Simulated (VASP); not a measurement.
# HfO2 (Fm-3m) in VASP: a series of runs, part 2 of 2

VASP 6.6.1. The steps go on from the part before.

### 4 Elastic constants, PBE

This run uses another cell than the first one, of 10.75 Å³/atom.

INCAR

```
  PREC = Accurate
  ENCUT = 600
  EDIFF = 1E-8
  ISMEAR = 0
  SIGMA = 0.01
  LREAL = F
  LASPH = T
  NELM = 60
  ALGO = Normal
  ISIF = 3
  LWAVE = F
  LCHARG = F
  GGA = PE
  NBANDS = 18
  IBRION = 6
  NFREE = 2
  POTIM = 0.015
  NSW = 1
```

KPOINTS

```
regular mesh
0
Gamma
  8 8 8
```

POSCAR

```
HfO2
1.0
    0.0000000000      2.5260549932      2.5260549932
    2.5260549932      0.0000000000      2.5260549932
    2.5260549932      2.5260549932      0.0000000000
Hf O
1 2
Direct
    0.0000000000      0.0000000000      0.0000000000
    0.2500000000      0.2500000000      0.2500000000
    0.7500000000      0.7500000000      0.7500000000
```

Potentials or basis: VASP PAW PBE potentials, release 64 (Hf_pv, O).

Command:

```bash
> cat potpaw_PBE.64/Hf_pv/POTCAR potpaw_PBE.64/O/POTCAR > POTCAR
> mpirun -np 1 vasp_std > vasp.out
```

OUTCAR:

```text
PREC = Accurate
   ENCUT = 600
   EDIFF = 1E-8
   ISMEAR = 0
   LREAL = F
   LASPH = T
   NELM = 60
   ISIF = 3
   GGA = PE
   IBRION = 6
   NFREE = 2
   POTIM = 0.015
   NSW = 1

 ion  position               nearest neighbor table
   1  0.000  0.000  0.000-   3 2.19   3 2.19   3 2.19   2 2.19   3 2.19   2 2.19   2 2.19   2 2.19

   2  0.250  0.250  0.250-   1 2.19   1 2.19   1 2.19   1 2.19
   3  0.750  0.750  0.750-   1 2.19   1 2.19   1 2.19   1 2.19

  LATTYP: Found a face centered cubic cell.
 ALAT       =     5.0521099864

  Lattice vectors:

 A1 = (   0.0000000000,   2.5260549932,   2.5260549932)
 A2 = (   2.5260549932,   0.0000000000,   2.5260549932)
 A3 = (   2.5260549932,   2.5260549932,   0.0000000000)

Analysis of symmetry for initial positions (statically):
=====================================================================
 Subroutine PRICEL returns:
 Original cell was already a primitive cell.

 Routine SETGRP: Setting up the symmetry group for a
 face centered cubic supercell.

 Subroutine GETGRP returns: Found 48 space group operations
 (whereof 48 operations were pure point group operations)
 out of a pool of 48 trial point group operations.

The static configuration has the point symmetry O_h .

Analysis of symmetry for dynamics (positions and initial velocities):
=====================================================================
 Subroutine PRICEL returns:
 Original cell was already a primitive cell.

 Routine SETGRP: Setting up the symmetry group for a
 face centered cubic supercell.

 Subroutine GETGRP returns: Found 48 space group operations
 (whereof 48 operations were pure point group operations)
 out of a pool of 48 trial point group operations.

The dynamic configuration has the point symmetry O_h .

 Subroutine INISYM returns: Found 48 space group operations
 (whereof 48 operations are pure point group operations),
 and found     1 'primitive' translations

----------------------------------------------------------------------------------------

                                     Primitive cell

  volume of cell :      32.2373

  direct lattice vectors                    reciprocal lattice vectors
     0.000000000  2.526054993  2.526054993    -0.197937100  0.197937100  0.197937100
     2.526054993  0.000000000  2.526054993     0.197937100 -0.197937100  0.197937100
     2.526054993  2.526054993  0.000000000     0.197937100  0.197937100 -0.197937100

  length of vectors
     3.572381231  3.572381231  3.572381231     0.342837114  0.342837114  0.342837114

[... 242 lines left out ...]

--------------------------------------- Ionic step       15  -------------------------------------------

 number of electron      21.9999998 magnetization

------------------------ aborting loop because EDIFF is reached ----------------------------------------
[... 69 lines left out ...]
--------------------------------------- Ionic step       17  -------------------------------------------

 number of electron      21.9999999 magnetization

 Free energy of the ion-electron system (eV)
  ---------------------------------------------------
  ext. energy  EPLUGINS =         0.00000000
  ---------------------------------------------------
  free energy    TOTEN  =       -30.24820485 eV

  energy without entropy =      -30.24820485  energy(sigma->0) =      -30.24820485

 E-fermi :   4.4603     XC(G=0): -11.8950

 val. band max:        4.3686946073   @ k =   0.0000   0.5000   0.5000
 cond. band min:       8.1998770532   @ k =   0.0000   0.5000   0.5000
 fundamental gap:      3.8311824459
 Fermi energy:         4.4602516981

 k-point     1 :       0.0000    0.0000    0.0000
  band No.  band energies     occupation
      1     -25.2704      2.00000
      2     -25.2684      2.00000
      3     -25.2663      2.00000
      4     -14.4297      2.00000
      5     -11.3441      2.00000
      6      -1.0565      2.00000
[... 481 lines left out ...]
      5     -12.2436      2.00000
      6      -0.4943      2.00000
[... 10 lines left out ...]
     17      15.4141      0.00000
     18      17.5782      0.00000

 [... further k-points ...]

------------------------ aborting loop because EDIFF is reached ----------------------------------------

  FORCE on cell =-STRESS in cart. coord.  units (eV):
  Direction    XX          YY          ZZ          XY          YZ          ZX
  --------------------------------------------------------------------------------------
  -------------------------------------------------------------------------------------
  Total        0.5826768      0.5782402      0.5782402      0.0000000      0.1129022      0.0000000
  in kB       28.9587557     28.7382593     28.7382593      0.0000000      5.6111861      0.0000000
  external PRESSURE =      28.8117581 kB  Pullay stress =       0.0000000 kB
[... 18 lines left out ...]
  FREE ENERGIE OF THE ION-ELECTRON SYSTEM (eV)
  ---------------------------------------------------
  free  energy   TOTEN  =       -30.2482048543 eV

  energy  without entropy=      -30.2482048543  energy(sigma->0) =      -30.24820485

 INTERNAL STRAIN TENSORS FROM STRAINED CELLS
 ============================================

 INTERNAL STRAIN TENSOR FOR ION    1 for displacements in x,y,z  (eV/Angst):
          X           Y           Z          XY          YZ          ZX
  --------------------------------------------------------------------------------
  x     0.00000    -0.00000     0.00000     0.00000    -0.00000     0.00000
  y     0.00000     0.00000    -0.00000     0.00000     0.00000    -0.00000
  z    -0.00000    -0.00000     0.00000     0.00000    -0.00000    -0.00000

 INTERNAL STRAIN TENSORS FROM DISPLACED ATOMS
 ============================================

 INTERNAL STRAIN TENSOR FOR ION    1 for displacements in x,y,z  (eV/Angst):
          X           Y           Z          XY          YZ          ZX
  --------------------------------------------------------------------------------
  x     0.00000     0.00000     0.00000     0.00000     0.00000     0.00000
  y     0.00000     0.00000     0.00000     0.00000     0.00000     0.00000
  z     0.00000     0.00000     0.00000     0.00000     0.00000     0.00000

 INTERNAL STRAIN TENSOR FOR ION    3 for displacements in x,y,z  (eV/Angst):
          X           Y           Z          XY          YZ          ZX
  --------------------------------------------------------------------------------
  x    -0.00000    -0.00000    -0.00000     0.00000     7.53168     0.00000
  y     0.00000     0.00000     0.00000     0.00000     0.00000     7.53168
  z     0.00000     0.00000     0.00000     7.53168     0.00000     0.00000

 Eigenvectors and eigenvalues of the dynamical matrix
 ----------------------------------------------------

   1 f  =   17.465278 THz   109.737577 2PiTHz  582.578959 cm-1    72.230553 meV
             X         Y         Z           dx          dy          dz
      0.000000  0.000000  0.000000    -0.000000   -0.000000   -0.000000
      1.263027  1.263027  1.263027    -0.706188   -0.036027    0.000000
      3.789082  3.789082  3.789082     0.706188    0.036027    0.000000
[... 43 lines left out ...]
   9 f/i=    0.005133 THz     0.032254 2PiTHz    0.171231 cm-1     0.021230 meV
             X         Y         Z           dx          dy          dz
      0.000000  0.000000  0.000000     0.484122    0.782985   -0.003924
      1.263027  1.263027  1.263027     0.145238    0.234898   -0.001177
      3.789082  3.789082  3.789082     0.145238    0.234898   -0.001177

--------------------------------------------------------------------------------------------------------

 ELASTIC MODULI CONTR FROM IONIC RELAXATION (kBar)
 Direction    XX          YY          ZZ          XY          YZ          ZX
 --------------------------------------------------------------------------------
 XX          -0.0000     -0.0000     -0.0000     -0.0000      0.0000     -0.0000
 YY          -0.0000     -0.0000     -0.0000     -0.0000      0.0000     -0.0000
 ZZ          -0.0000     -0.0000     -0.0000     -0.0000      0.0000     -0.0000
 XY          -0.0000     -0.0000     -0.0000   -282.3559     -0.0000     -0.0000
 YZ           0.0000      0.0000      0.0000     -0.0000   -282.3559      0.0000
 ZX          -0.0000     -0.0000     -0.0000     -0.0000      0.0000   -282.3559
 --------------------------------------------------------------------------------

 TOTAL ELASTIC MODULI (kBar)
 Direction    XX          YY          ZZ          XY          YZ          ZX
 --------------------------------------------------------------------------------
 XX        5773.0142   1028.4853   1028.4853     -0.0000     -0.0000     -0.0000
 YY        1028.4853   5773.0142   1028.4853     -0.0000      0.0000     -0.0000
 ZZ        1028.4853   1028.4853   5773.0142     -0.0000      0.0000     -0.0000
 XY          -0.0000     -0.0000     -0.0000    699.8041     -0.0000     -0.0000
 YZ          -0.0000      0.0000      0.0000     -0.0000    699.8041      0.0000
 ZX          -0.0000     -0.0000     -0.0000     -0.0000      0.0000    699.8041
 --------------------------------------------------------------------------------
```

OSZICAR:

```text
N       E                     dE             d eps       ncg     rms          rms(c)
DAV:   1     0.101445020253E+03    0.10145E+03   -0.13600E+04  1044   0.135E+03
DAV:   2    -0.315932021875E+02   -0.13304E+03   -0.12798E+03  1342   0.310E+02
DAV:   3    -0.359798279159E+02   -0.43866E+01   -0.43720E+01  1222   0.491E+01
DAV:   4    -0.360038061043E+02   -0.23978E-01   -0.23973E-01  1284   0.407E+00
[... 231 lines left out ...]
DAV:   4    -0.302482083425E+02   -0.32318E-04   -0.33327E-04  3800   0.126E-01    0.512E-02
DAV:   5    -0.302482057179E+02    0.26246E-05   -0.55147E-06  4072   0.211E-02    0.177E-02
DAV:   6    -0.302482048382E+02    0.87971E-06   -0.34307E-06  3744   0.163E-02    0.695E-03
DAV:   7    -0.302482048509E+02   -0.12737E-07   -0.45012E-07  3750   0.500E-03    0.151E-03
DAV:   8    -0.302482048543E+02   -0.33410E-08   -0.14832E-08  3078   0.114E-03
  17 F= -.30248205E+02 E0= -.30248205E+02  d E =-.103071E-40
```

stdout:

```text
POSCAR found type information on POSCAR HfO
 POSCAR found :  2 types and       3 ions
 scaLAPACK will be used
 LDA part: xc-table for (Slater+PW92), standard interpolation
 POSCAR, INCAR and KPOINTS ok, starting setup
 FFT: planning ... GRIDC
 FFT: planning ... GRID_SOFT
 FFT: planning ... GRID
 WAVECAR not read
 entering main loop
 Found     2 degrees of freedom:
 Adding 6 more for cell shape distortion
 Finite differences POTIM= 0.01500 DOF=   8
 bond charge predicted
 Finite differences progress:
 bond charge predicted
 Finite differences progress:
 bond charge predicted
 Finite differences progress:
 bond charge predicted
 Finite differences progress:
 bond charge predicted
 Finite differences progress:
 bond charge predicted
 Finite differences progress:
 bond charge predicted
 Finite differences progress:
 bond charge predicted
 Finite differences progress:
 bond charge predicted
 Finite differences progress:
 bond charge predicted
 Finite differences progress:
 bond charge predicted
 Finite differences progress:
 bond charge predicted
 Finite differences progress:
 bond charge predicted
 Finite differences progress:
 bond charge predicted
 Finite differences progress:
 bond charge predicted
 Finite differences progress:
 bond charge predicted
 Finite differences progress:
```

Wall time 24 min (1 thread of Intel Xeon 8259CL, shared host); peak memory 0.35 GiB.

Results:

```
Elastic constants C11, C12, C44                         : 577, 103, 70 GPa
Voigt bulk modulus                                      : 261 GPa
Highest phonon frequency at Γ, LO-TO splitting left out : 583 cm⁻¹
```

Phonon frequencies in cm⁻¹ (negative: imaginary):
```csv
q point,frequencies
"(0.000, 0.000, 0.000)",0 0 0 237 237 237 583 583 583
```

Elastic tensor in Voigt notation (GPa, in the Cartesian axes of the cell as first typed):
```
577 103 103   0   0   0
103 577 103   0   0   0
103 103 577   0   0   0
  0   0   0  70   0   0
  0   0   0   0  70   0
  0   0   0   0   0  70
```

Clamped-ion elastic tensor (GPa):
```
577 103 103   0   0   0
103 577 103   0   0   0
103 103 577   0   0   0
  0   0   0  98   0   0
  0   0   0   0  98   0
  0   0   0   0   0  98
```

Caveat: the cell is under stress, which shifts elastic constants; spin-orbit coupling is left out, which moves the levels of the heavy elements.
